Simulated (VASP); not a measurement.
# Si3N4 (P6_3/m) in VASP: notebook

The runs below take Si3N4 through relaxation of the atoms, with PBE.

Everything below comes from runs of VASP 6.6.1. Logs are shortened: lines on timing, memory, paths and dates and some standing lists are left out, and cuts for length are marked.

## (1) The cell of the first run

Symmetry: P6_3/m, No. 176, hexagonal system. Conventional cell: a = 7.617 Å, b = 7.617 Å, c = 2.855 Å, α = 90.00°, β = 90.00°, γ = 120.00°. Within 2.3 Å of Si (site symmetry m) lie 4 N at 1.72 to 1.74 Å. Within 2.3 Å of N (site symmetry -6) lie 3 Si at 1.73 Å. N (site symmetry m) has 3 Si at 1.72 to 1.74 Å within 2.3 Å.

## (2) Relaxation of the atoms, PBE (z stretched by -2 %)

The input, INCAR:

```
SYSTEM = Si3N4
PREC = Accurate ; ENCUT = 520
EDIFF = 1E-7 ; ISMEAR = -1
SIGMA = 0.02 ; LREAL = .False.
LASPH = .True. ; NELM = 80
ALGO = Normal ; ISIF = 2
LWAVE = .False. ; LCHARG = .False.
GGA = PE ; IBRION = 2
NSW = 80 ; EDIFFG = -0.02
```

The input, KPOINTS:

```
regular mesh
0
Gamma
  4 4 9
  0 0 0
```

The input, POSCAR:

```
Si3N4
1.0
    7.6170000000      0.0000000000      0.0000000000
   -3.8085000000      6.5965155006      0.0000000000
    0.0000000000      0.0000000000      2.8551320000
Si N
6 8
Direct
    0.1740483666      0.7679428916      0.2500000000
    0.4061054750      0.1740483666      0.7500000000
    0.2320571084      0.4061054750      0.2500000000
    0.8259516334      0.2320571084      0.7500000000
    0.5938945250      0.8259516334      0.2500000000
    0.7679428916      0.5938945250      0.7500000000
    0.3333333333      0.6666666667      0.2500000000
    0.6666666667      0.3333333333      0.7500000000
    0.3297879503      0.0300001295      0.2500000000
    0.2997878208      0.3297879503      0.7500000000
    0.9699998705      0.2997878208      0.2500000000
    0.6702120497      0.9699998705      0.7500000000
    0.7002121792      0.6702120497      0.2500000000
    0.0300001295      0.7002121792      0.7500000000
```

Potentials or basis: VASP PAW PBE potentials, release 64 (Si, N).

The run is started by

```sh
> cat potpaw_PBE.64/Si/POTCAR potpaw_PBE.64/N/POTCAR > POTCAR
> mpirun -np 1 vasp_std > vasp.out
```

OUTCAR:

```text
SYSTEM = Si3N4
   PREC = Accurate
   ENCUT = 520
   EDIFF = 1E-7
   ISMEAR = -1
   LREAL = .False.
   LASPH = .True.
   NELM = 80
   ISIF = 2
   GGA = PE
   IBRION = 2
   NSW = 80
   EDIFFG = -0.02

 ion  position               nearest neighbor table
   1  0.174  0.768  0.250-  14 1.72  14 1.72   7 1.73   9 1.74   3 3.00   5 3.00   2 3.04   2 3.04
                             6 3.04   6 3.04
   2  0.406  0.174  0.750-   9 1.72   9 1.72   8 1.73  10 1.74   6 3.00   4 3.00   1 3.04   1 3.04
                             3 3.04   3 3.04
   3  0.232  0.406  0.250-  10 1.72  10 1.72   7 1.73  11 1.74   5 3.00   1 3.00   2 3.04   2 3.04
                             4 3.04   4 3.04
   4  0.826  0.232  0.750-  11 1.72  11 1.72   8 1.73  12 1.74   6 3.00   2 3.00   5 3.04   5 3.04
                             3 3.04   3 3.04
   5  0.594  0.826  0.250-  12 1.72  12 1.72   7 1.73  13 1.74   3 3.00   1 3.00   4 3.04   4 3.04
                             6 3.04   6 3.04
   6  0.768  0.594  0.750-  13 1.72  13 1.72   8 1.73  14 1.74   2 3.00   4 3.00   5 3.04   5 3.04
                             1 3.04   1 3.04
   7  0.333  0.667  0.250-   1 1.73   5 1.73   3 1.73
   8  0.667  0.333  0.750-   4 1.73   2 1.73   6 1.73
   9  0.330  0.030  0.250-   2 1.72   2 1.72   1 1.74
  10  0.300  0.330  0.750-   3 1.72   3 1.72   2 1.74
  11  0.970  0.300  0.250-   4 1.72   4 1.72   3 1.74
  12  0.670  0.970  0.750-   5 1.72   5 1.72   4 1.74
  13  0.700  0.670  0.250-   6 1.72   6 1.72   5 1.74
  14  0.030  0.700  0.750-   1 1.72   1 1.72   6 1.74

  LATTYP: Found a hexagonal cell.
 ALAT       =     7.6170000000
 C/A-ratio  =     0.3748368124

  Lattice vectors:

 A1 = (   7.6170000000,   0.0000000000,   0.0000000000)
 A2 = (  -3.8085000000,   6.5965155006,   0.0000000000)
 A3 = (   0.0000000000,   0.0000000000,   2.8551320000)

Analysis of symmetry for initial positions (statically):
=====================================================================
 Subroutine PRICEL returns:
 Original cell was already a primitive cell.

 Routine SETGRP: Setting up the symmetry group for a
 hexagonal supercell.

 Subroutine GETGRP returns: Found 12 space group operations
 (whereof  6 operations were pure point group operations)
 out of a pool of 24 trial point group operations.

The static configuration has the point symmetry S_6 .
 The point group associated with its full space group is C_6h.

Analysis of symmetry for dynamics (positions and initial velocities):
=====================================================================
 Subroutine PRICEL returns:
 Original cell was already a primitive cell.

 Routine SETGRP: Setting up the symmetry group for a
 hexagonal supercell.

 Subroutine GETGRP returns: Found 12 space group operations
 (whereof  6 operations were pure point group operations)
 out of a pool of 24 trial point group operations.

The dynamic configuration has the point symmetry S_6 .
 The point group associated with its full space group is C_6h.

 Subroutine INISYM returns: Found 12 space group operations
 (whereof  6 operations are pure point group operations),
 and found     1 'primitive' translations

----------------------------------------------------------------------------------------

                                     Primitive cell

  volume of cell :     143.4580

  direct lattice vectors                    reciprocal lattice vectors
     7.617000000  0.000000000  0.000000000     0.131285283  0.075797593  0.000000000
    -3.808500000  6.596515501  0.000000000     0.000000000  0.151595187  0.000000000
     0.000000000  0.000000000  2.855132000     0.000000000  0.000000000  0.350246503

  length of vectors
     7.617000000  7.617000000  2.855132000     0.151595187  0.151595187  0.350246503

  position of ions in fractional coordinates (direct lattice)
     0.174048367  0.767942892  0.250000000
     0.406105475  0.174048367  0.750000000
     0.232057108  0.406105475  0.250000000
     0.825951633  0.232057108  0.750000000
     0.593894525  0.825951633  0.250000000
     0.767942892  0.593894525  0.750000000
     0.333333333  0.666666667  0.250000000
     0.666666667  0.333333333  0.750000000
     0.329787950  0.030000130  0.250000000
     0.299787821  0.329787950  0.750000000
     0.969999870  0.299787821  0.250000000
     0.670212050  0.969999870  0.750000000
     0.700212179  0.670212050  0.250000000
     0.030000130  0.700212179  0.750000000

  ion indices of the primitive-cell ions
   primitive index   ion index
                 1           1
                 2           2
                 3           3
                 4           4
                 5           5
                 6           6
                 7           7
                 8           8
                 9           9
                10          10
                11          11
                12          12
                13          13
                14          14

----------------------------------------------------------------------------------------

 KPOINTS: regular mesh

Automatic generation of k-mesh.
 Grid dimensions read from file:
 generate k-points for:    4    4    9

 Generating k-lattice:

  Cartesian coordinates                     Fractional coordinates (reciprocal lattice)
     0.032821321  0.018949398  0.000000000     0.250000000  0.000000000  0.000000000
     0.000000000  0.037898797  0.000000000     0.000000000  0.250000000  0.000000000
     0.000000000  0.000000000  0.038916278     0.000000000  0.000000000  0.111111111

  Length of vectors
     0.037898797  0.037898797  0.038916278

  Shift w.r.t. Gamma in fractional coordinates (k-lattice)
     0.000000000  0.000000000  0.000000000

 Subroutine IBZKPT returns following result:
 ===========================================

 Found     20 irreducible k-points:

 Following reciprocal coordinates:
            Coordinates               Weight
  0.000000  0.000000  0.000000      1.000000
  0.250000  0.000000  0.000000      6.000000
  0.500000  0.000000  0.000000      3.000000
  0.250000  0.250000  0.000000      6.000000
  0.000000  0.000000  0.111111      2.000000
  0.250000  0.000000  0.111111     12.000000
[... 12 lines left out ...]
  0.500000  0.000000  0.444444      6.000000
  0.250000  0.250000  0.444444     12.000000
   k-points           NKPTS =     20   k-points in BZ     NKDIM =     20   number of bands    NBANDS=     40
   number of dos      NEDOS =    301   number of ions     NIONS =     14
   total plane-waves  NPLWV =  86400
   dimension x,y,z NGX =    60 NGY =   60 NGZ =   24
   dimension x,y,z NGXF=   120 NGYF=  120 NGZF=   48
   ions per type =               6   8
   NGX,Y,Z   is equivalent  to a cutoff of  13.10, 13.10, 13.97 a.u.
   NGXF,Y,Z  is equivalent  to a cutoff of  26.19, 26.19, 27.95 a.u.
 SYSTEM =  Si3N4
   PREC   = accura    normal or accurate (medium, high low for compatibility)
   ISTART =      0    job   : 0-new  1-cont  2-samecut
   ICHARG =      2    charge: 1-file 2-atom 10-const
   ISPIN  =      1    spin polarized calculation?
   LNONCOLLINEAR =      F non collinear calculations
   LSORBIT =      F    spin-orbit coupling
   LASPH  =      T    aspherical Exc in radial PAW
   ENCUT  =  520.0 eV  38.22 Ry    6.18 a.u.  14.16 14.16  5.31*2*pi/ulx,y,z
   NELM   =     80;   NELMIN=  2; NELMDL= -5     # of ELM steps
   EDIFF  = 0.1E-06   stopping-criterion for ELM
   LREAL  =      F    real-space projection
   EDIFFG = -.2E-01   stopping-criterion for IOM
   NSW    =     80    number of steps for IOM
   IBRION =      2    ionic relax: 0-MD 1-quasi-New 2-CG
   NFREE  =      1    steps in history (QN), initial steepest desc. (CG)
   ISIF   =      2    stress and relaxation
   ISYM   =      2    0-nonsym 1-usesym 2-fastsym
   POTIM  = 0.5000    time-step for ionic-motion
   TEBEG  =    0.0;   TEEND  =   0.0 temperature during run
   PSTRESS=    0.0 pullay stress
   NELECT =      64.0000    total number of electrons
   NUPDOWN=      -1.0000    fix difference up-down
   EMIN   =  10.00;   EMAX   =-10.00  energy-range for DOS
   EFERMI =   0.00;   METHOD = LEGACY
   ISMEAR =    -1;   SIGMA  =   0.02  broadening in eV -4-tet -1-fermi 0-gaus
   EFERMI_NEDOS =   21; number of points for ismear=-14 and -15
   IALGO  =     38    algorithm
   IMIX   =      4    mixing-type and parameters
     AMIX     =   0.40;   BMIX     =  1.00
     AMIX_MAG =   1.60;   BMIX_MAG =  1.00
  volume/ion in A,a.u.               =      10.25        69.15
  Fermi-wavevector in a.u.,A,eV,Ry     =   1.250911  2.363880 21.290118  1.564780
  Thomas-Fermi vector in A             =   2.384884
   LORBIT       =      0    0 simple, 1 ext, 2 COOP (PROOUT), +10 PAW based schemes
   GGA     = PE    functional components
   LHFCALC =     F    Hartree Fock is set to
   AEXX    =    0.0000 exact exchange contribution
   IVDW    =     0    specifies the selected vdW correction
   LEPSILON=     F    determine dielectric tensor
   LRPA    =     F    only Hartree local field effects (RPA)
 conjugate gradient relaxation of ions
 non-spin polarized calculation
  energy-cutoff  :      520.00
  volume of cell :      143.46
 maximum number of plane-waves:      3906
 NGX is ok and might be reduce to    60
   NGX = 29   NGY = 29   NGZ = 11

--------------------------------------- Ionic step        1  -------------------------------------------

 number of electron      63.9999996 magnetization

 Free energy of the ion-electron system (eV)
  ---------------------------------------------------
  ext. energy  EPLUGINS =         0.00000000
  ---------------------------------------------------
  free energy    TOTEN  =      -114.33190818 eV

  energy without entropy =     -114.33190818  energy(sigma->0) =     -114.33190818

------------------------ aborting loop because EDIFF is reached ----------------------------------------

  FORCE on cell =-STRESS in cart. coord.  units (eV):
  Direction    XX          YY          ZZ          XY          YZ          ZX
  --------------------------------------------------------------------------------------
  -------------------------------------------------------------------------------------
  Total        5.1977981      5.1977981     15.0930555      0.0000001      0.0000000      0.0000000
  in kB       58.0504052     58.0504052    168.5632972      0.0000008      0.0000000      0.0000000
  external PRESSURE =      94.8880358 kB  Pullay stress =       0.0000000 kB
[... 321 lines left out ...]
  energy  without entropy=     -114.3483400148  energy(sigma->0) =     -114.34834001

--------------------------------------- Ionic step        8  -------------------------------------------

 number of electron      63.9999999 magnetization

 Free energy of the ion-electron system (eV)
  ---------------------------------------------------
  ext. energy  EPLUGINS =         0.00000000
  ---------------------------------------------------
  free energy    TOTEN  =      -114.34868438 eV

  energy without entropy =     -114.34868438  energy(sigma->0) =     -114.34868438

 E-fermi :   7.3401     XC(G=0): -10.8680

 val. band max:        6.8914461424   @ k =   0.0000   0.0000   0.1111
 cond. band min:      11.4810688917   @ k =   0.0000   0.0000   0.4444
 fundamental gap:      4.5896227493
 Fermi energy:         7.3400982241

 k-point     1 :       0.0000    0.0000    0.0000
  band No.  band energies     occupation
      1     -11.4301      2.00000
      2      -9.9638      2.00000
      3      -9.9638      2.00000
      4      -9.3109      2.00000
      5      -9.2065      2.00000
      6      -9.2065      2.00000
[... 890 lines left out ...]
  FREE ENERGIE OF THE ION-ELECTRON SYSTEM (eV)
  ---------------------------------------------------
  free  energy   TOTEN  =      -114.3486843843 eV

  energy  without entropy=     -114.3486843843  energy(sigma->0) =     -114.34868438

 reached required accuracy - stopping structural energy minimisation
```

It took 10 min on 1 thread of Intel Xeon Platinum 8259CL at 2.50GHz (Skylake/Cascade Lake), shared host; peak memory 0.32 GiB.

What came out:

- Free energy: -114.3487 eV
- Energy gained by relaxing: 1.2 meV/atom
- Ionic steps: 8
- Pressure after relaxing: 9.2 GPa
- Largest force after relaxing: 0.019 eV/Å
- Band gap on the k mesh: 4.59 eV (least direct gap 4.78 eV)

Forces on the atoms (eV/Å):
```
Si  -0.018 -0.001  0.000
Si  -0.008 -0.016  0.000
Si   0.010 -0.015  0.000
Si   0.018  0.001  0.000
Si   0.008  0.016  0.000
Si  -0.010  0.015  0.000
N    0.000  0.000  0.000
N    0.000  0.000  0.000
N   -0.010 -0.016  0.000
N    0.009 -0.017  0.000
N    0.019 -0.001  0.000
N    0.010  0.016  0.000
N   -0.009  0.017  0.000
N   -0.019  0.001  0.000
```

Stress tensor (GPa, compression positive):
```
 6.41  0.00  0.00
 0.00  6.41  0.00
 0.00  0.00 14.92
```

Step by step:
| step | energy change (eV) | largest force (eV/Å) | pressure (GPa) |
| --- | --- | --- | --- |
| 1 | 0.0000 | 0.3836 | 9.49 |
| 2 | 0.0395 | 0.7969 | 9.33 |
| 3 | -0.0144 | 0.0649 | 9.38 |
| 4 | -0.0154 | 0.0355 | 9.35 |
| 5 | -0.0161 | 0.0556 | 9.30 |
| 6 | -0.0164 | 0.0436 | 9.27 |
| 7 | -0.0164 | 0.0289 | 9.27 |
| 8 | -0.0168 | 0.0186 | 9.24 |

Final structure:
```xyz
14
Lattice="7.6170 0.0000 0.0000 -3.8085 6.5965 0.0000 0.0000 0.0000 2.8551" Properties=species:S:1:pos:R:3 pbc="T T T"
Si   -1.5945    5.0612    0.7138
Si    2.4366    1.1497    2.1413
Si    0.2226    2.6850    0.7138
Si    5.4030    1.5353    2.1413
Si    1.3719    5.4468    0.7138
Si    3.5859    3.9115    2.1413
N     0.0000    4.3977    0.7138
N     3.8085    2.1988    2.1413
N     2.4050    0.1862    0.7138
N     1.0412    2.1759    2.1413
N     6.2532    1.9897    0.7138
N     1.4035    6.4103    2.1413
N     2.7673    4.4206    0.7138
N    -2.4447    4.6068    2.1413
```

Levels at points of the mesh, in eV from the valence-band top:
```csv
k point,band 28,band 29,band 30,band 31,band 32,band 33,band 34,band 35,band 36,band 37
"(0.00, 0.00, 0.00)",-1.32,-1.32,-0.40,-0.33,-0.07,4.71,4.99,5.23,5.23,5.44
"(0.50, 0.00, 0.00)",-1.72,-1.38,-0.80,-0.20,-0.13,4.86,5.08,5.26,5.56,5.96
```

Caveat: the cell differs from its parent crystal (z stretched by -2 %). A k mesh can miss the band edges.

## (3) Relaxation of the atoms, PBE (z stretched by -1 %)

The input, INCAR:

```
  ALGO = Normal
  EDIFF = 1E-6
  EDIFFG = -0.02
  ENCUT = 520
  GGA = PE
  IBRION = 2
  ISIF = 2
  ISMEAR = -1
  LASPH = True
  LCHARG = False
  LREAL = False
  LWAVE = False
  NELM = 60
  NSW = 80
  PREC = Accurate
  SIGMA = 0.02
```

The input, KPOINTS:

```
k-points
0
Gamma
  4 4 9
```

Edit POSCAR of step 2 so:

```diff
@@ -4,3 +4,3 @@
    -3.8085000000      6.5965155006      0.0000000000
-    0.0000000000      0.0000000000      2.8551320000
+    0.0000000000      0.0000000000      2.8842660000
 Si N
```

Potentials or basis: VASP PAW PBE potentials, release 64 (Si, N).

The run is started by

```sh
> cat potpaw_PBE.64/Si/POTCAR potpaw_PBE.64/N/POTCAR > POTCAR
> mpirun -np 1 vasp_std > vasp.out
```

Wall time 5.3 min (1 thread of Oxide Virtual Turin-like, shared host); peak memory 0.29 GiB.

The run converged. Its results:

```yaml
Free_energy: -114.4585 eV
Energy_gained_by_relaxing: 0.3 meV/atom
Ionic_steps: 4
Pressure_after_relaxing: 6.5 GPa
Largest_force_after_relaxing: 0.017 eV/Å
Band_gap_on_the_k_mesh: 4.51 eV (least direct gap 4.63 eV)
```

Forces on the atoms (eV/Å):
```
Si  -0.001 -0.017  0.000
Si   0.014 -0.010  0.000
Si   0.016  0.007  0.000
Si   0.001  0.017  0.000
Si  -0.014  0.010  0.000
Si  -0.016 -0.007  0.000
N    0.000  0.000  0.000
N    0.000  0.000  0.000
N    0.014 -0.007  0.000
N    0.013  0.009  0.000
N   -0.001  0.016  0.000
N   -0.014  0.007  0.000
N   -0.013 -0.009  0.000
N    0.001 -0.016  0.000
```

Stress tensor (GPa, compression positive):
```
5.14 0.00 0.00
0.00 5.14 0.00
0.00 0.00 9.10
```

Step by step:
```
step  energy change (eV)  largest force (eV/Å)  pressure (GPa)
   1              0.0000                0.1836            6.51
   2              0.0081                0.3648            6.46
   3             -0.0034                0.0314            6.48
   4             -0.0036                0.0172            6.46
```

Final structure:
```
CELL_PARAMETERS angstrom
7.61700 0.00000 0.00000
-3.80850 6.59652 0.00000
0.00000 0.00000 2.88427
ATOMIC_POSITIONS crystal
Si 0.17445 0.76801 0.25000
Si 0.40644 0.17445 0.75000
Si 0.23199 0.40644 0.25000
Si 0.82555 0.23199 0.75000
Si 0.59356 0.82555 0.25000
Si 0.76801 0.59356 0.75000
N 0.33333 0.66667 0.25000
N 0.66667 0.33333 0.75000
N 0.32966 0.02944 0.25000
N 0.30022 0.32966 0.75000
N 0.97056 0.30022 0.25000
N 0.67034 0.97056 0.75000
N 0.69978 0.67034 0.25000
N 0.02944 0.69978 0.75000
```

Levels at points of the mesh, in eV from the valence-band top:
```csv
k point,band 29,band 30,band 31,band 32,band 33,band 34,band 35,band 36
"(0.00, 0.00, 0.00)",-1.28,-0.38,-0.38,-0.12,4.51,4.87,5.05,5.05
"(0.50, 0.00, 0.00)",-1.35,-0.78,-0.25,-0.18,4.75,4.89,5.06,5.42
```

Caveat: the cell differs from its parent crystal (z stretched by -1 %). A k mesh can miss the band edges.
